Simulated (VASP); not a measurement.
Runs of VASP 6.6.1 on Os. The structure is that of space group Cmcm (No. 63), or close to it. The cells are those of the table. 

```csv
cell,gap on the mesh (eV),pressure (GPa),largest force (eV/Å)
"a = 2.570, b = 2.820, c = 4.320 Å, angles 90.0, 90.0, 117.1°, 2 atoms",none,15.6,0.29
"a = 2.878, b = 2.665, c = 4.320 Å, angles 90.0, 90.0, 122.7°, 2 atoms",none,(c),(a)
"a = 2.611, b = 2.798, c = 4.320 Å, angles 90.0, 90.0, 117.8°, 2 atoms",none,12.5,0.22
"a = 2.857, b = 2.675, c = 4.320 Å, angles 90.0, 90.0, 122.3°, 2 atoms",none,12.1,0.29
"a = 2.898, b = 2.656, c = 4.320 Å, angles 90.0, 90.0, 123.1°, 2 atoms",none,(b),0.40
```

Alike in all rows: task single point; level PBE; potentials or basis VASP PAW PBE potentials, release 64 (Os); no spin polarisation; k mesh 18 × 18 × 12; cutoff (eV) 520; smearing gaussian 0.15 eV.

Task: Estimate the missing entries.

Result: (a) 0.34; (b) 14.6; (c) 13.3.

Caveats: spin-orbit coupling is left out, which moves the levels of the heavy elements.

A k mesh can miss the band edges, and the runs leave out spin-orbit coupling on Os.

A gap of «none» marks levels without a gap at the run's occupations.
